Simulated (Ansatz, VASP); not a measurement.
# TlBr: VASP beside Ansatz

The input INCAR:

```
SYSTEM = TlBr
  PREC = Accurate
  ENCUT = 500
  EDIFF = 1E-7
  ISMEAR = -1
  SIGMA = 0.02
  LREAL = .FALSE.
  LASPH = .TRUE.
  NELM = 120
  ALGO = Normal
  ISIF = 3
  LWAVE = .FALSE.
  LCHARG = .FALSE.
  GGA = CA
  IBRION = 2
  NSW = 100
  EDIFFG = -0.005
  GGA_COMPAT = .FALSE.
  NELMIN = 4
```

KPOINTS

```
Automatic mesh
0
G
  6 6 6
  0 0 0
```

File POSCAR:

```
TlBr
1.0
    4.0323744272      0.0000000000      0.0000000000
    0.0000000000      4.0323744272      0.0000000000
    0.0000000000      0.0000000000      4.0323744272
Tl Br
1 1
Direct
    0.0000000000      0.0000000000      0.0000000000
    0.5000000000      0.5000000000      0.5000000000
```

Input for Ansatz:

```yaml
crystal:
  lattice:
    - [4.0323744272, 0.0, 0.0]
    - [0.0, 4.0323744272, 0.0]
    - [0.0, 0.0, 4.0323744272]
  atoms:
    - { symbol: Tl, position: [0.0, 0.0, 0.0] }
    - { symbol: Br, position: [0.5, 0.5, 0.5] }
kpoints:
  mp_grid: { grid: [6, 6, 6] }
scf:
  occupations: { method: fermi_dirac, width: 0.02 }
hamiltonian:
  xc: lda
  pseudopotentials: { kind: paw }
output:
  forces: true
  stress: true
  efg: { contact_densities: true }
relax:
  f_tol: 0.005
  max_steps: 80
  cell: {}
```

Alike in both runs: task relaxation of cell and atoms; functional LDA; k mesh 6 × 6 × 6; occupations fermi-dirac, width 0.02 eV; no spin polarisation.

```csv
,VASP,Ansatz
version,VASP 6.6.1,Ansatz 0.2.0
potentials or method,"VASP PAW LDA potentials, release 64 (Tl_d, Br)","PAW with Ansatz's default frozen-core files, scalar-relativistic"
plane-wave cutoff (eV),500,420
valence electrons in the cell,20,20
```

```tsv
	VASP	Ansatz	Ansatz less VASP
relaxed volume (Å³/atom)	28.36	28.33	-0.027
relaxed cell length with the largest relative difference (Å)	3.842	3.841	-0.0012
```

LDA's correlation is that of Perdew and Zunger in VASP and of Perdew and Wang (1992) in Ansatz.

Spin-orbit coupling is off throughout.
